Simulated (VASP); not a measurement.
Cs3Cl2: single point with PBE

Crystal: Cs3Cl2.

```
Cs Cl
1.0
     6.18543    0.00000    0.00000
     0.00000    6.18543    0.00000
     0.00000    0.00000    6.18543
Cs Cl
3 2
Direct
  0.00000 0.50000 0.50000
  0.50000 0.00000 0.50000
  0.50000 0.50000 0.00000
  0.00000 0.00000 0.00000
  0.50000 0.50000 0.50000
```

```
Program             : VASP 6.6.1
Task                : single point
Functional          : PBE
Potentials or basis : VASP PAW PBE potentials, release 64 (Cs_sv, Cl)
Cutoff              : 520 eV
k mesh              : 4 × 4 × 4
Occupations         : gaussian, width 0.1 eV
Spin                : no spin polarisation
```

| Item | Value |
| --- | --- |
| Pressure | 3.3 GPa |

Levels at points of the mesh, in eV from the Fermi level:
| k point | band 18 | band 19 | band 20 | band 21 | band 22 | band 23 |
| --- | --- | --- | --- | --- | --- | --- |
| (0.00, 0.00, 0.00) | -4.37 | -4.37 | -4.37 | -1.37 | -0.02 | -0.02 |
| (0.50, 0.00, 0.00) | -4.56 | -4.41 | -4.41 | 0.03 | 0.04 | 0.24 |
| (0.50, 0.50, 0.00) | -4.48 | -4.48 | -4.46 | 0.99 | 0.99 | 1.07 |
| (0.50, 0.50, 0.50) | -4.40 | -4.40 | -4.40 | 0.25 | 0.65 | 0.65 |

Wall time 61 s on 1 thread of Intel(R) Xeon(R) Platinum 8259CL CPU @ 2.50GHz (Skylake/Cascade Lake) (shared host), peak memory 0.33 GiB.

Caveat: spin-orbit coupling is left out, which moves the levels of the heavy elements; an odd number of electrons without spin polarisation forces a metal; a magnetic or distorted state may lie lower.
